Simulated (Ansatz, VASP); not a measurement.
## One calculation of CdS, two programs

File INCAR:

```
PREC     = Accurate       # precision mode
ENCUT    = 520            # plane-wave cutoff, eV
EDIFF    = 1E-6           # SCF threshold, eV
ISMEAR   = -1             # smearing method
SIGMA    = 0.02           # smearing width, eV
LREAL    = False          # projectors in reciprocal space
LASPH    = True           # aspherical terms in the spheres
NELM     = 100            # most SCF steps
ALGO     = Normal         # electronic algorithm
ISIF     = 2              # what is computed and relaxed
LWAVE    = False          # write WAVECAR
LCHARG   = False          # write CHGCAR
GGA      = PE             # functional
NBANDS   = 16             # bands
```

KPOINTS

```
regular mesh
0
Gamma
  8 8 8
```

File POSCAR:

```
CdS
1.0
    0.0000000000      2.9392148400      2.9392148400
    2.8739642705      0.0000000000      2.9392148400
    2.8739642705      2.9392148400      0.0000000000
Cd S
1 1
Direct
    0.0000000000      0.0000000000      0.0000000000
    0.2500000000      0.2500000000      0.2500000000
```

Input for Ansatz:

```yaml
crystal:
  lattice:
    - [0.0, 2.93921484, 2.93921484]
    - [2.8739642705, 0.0, 2.93921484]
    - [2.8739642705, 2.93921484, 0.0]
  atoms:
    - { symbol: Cd, position: [0.0, 0.0, 0.0] }
    - { symbol: S, position: [0.25, 0.25, 0.25] }
kpoints:
  mp_grid: { grid: [8, 8, 8] }
  band_path:
    path:
      - [0.0, 0.0, 0.0]
      - [-0.5, -0.5, 0.0]
      - [-0.375, -0.375, 0.25]
      - [-0.375, 0.0, 0.375]
      - [0.0, 0.0, 0.5]
      - [-0.5, -0.25, 0.25]
    npoints: 1
hamiltonian:
  xc: pbe
scf:
  occupations: { method: fermi_dirac, width: 0.02 }
  n_extra_bands: 4
output:
  forces: true
  stress: true
  eigenvalues: true
```

Change from the starting cell: uniaxial_x strain -2.2%.

Alike in both runs: task single point; functional PBE; k mesh 8 × 8 × 8; occupations fermi-dirac, width 0.02 eV; no spin polarisation.

```csv
,VASP,Ansatz
version,VASP 6.6.1,Ansatz 0.2.0
potentials or method,"VASP PAW PBE potentials, release 64 (Cd, S)","plane waves, PAW"
plane-wave cutoff (eV),520,420
valence electrons in the cell,18,26
```

|  | VASP | Ansatz | Ansatz less VASP |
| --- | --- | --- | --- |
| gap on the k mesh at the Fermi level (eV) | 1.10 | 1.10 | -0.005 |
| pressure (GPa) | 3.1 | 2.8 | -0.36 |
| traceless stress, the component that is largest in VASP (GPa) | 0.23 | 0.24 | +0.007 |

VASP's potentials hold 18 valence electrons a cell and Ansatz's 26, so a difference there can come from the potentials and not from the codes.
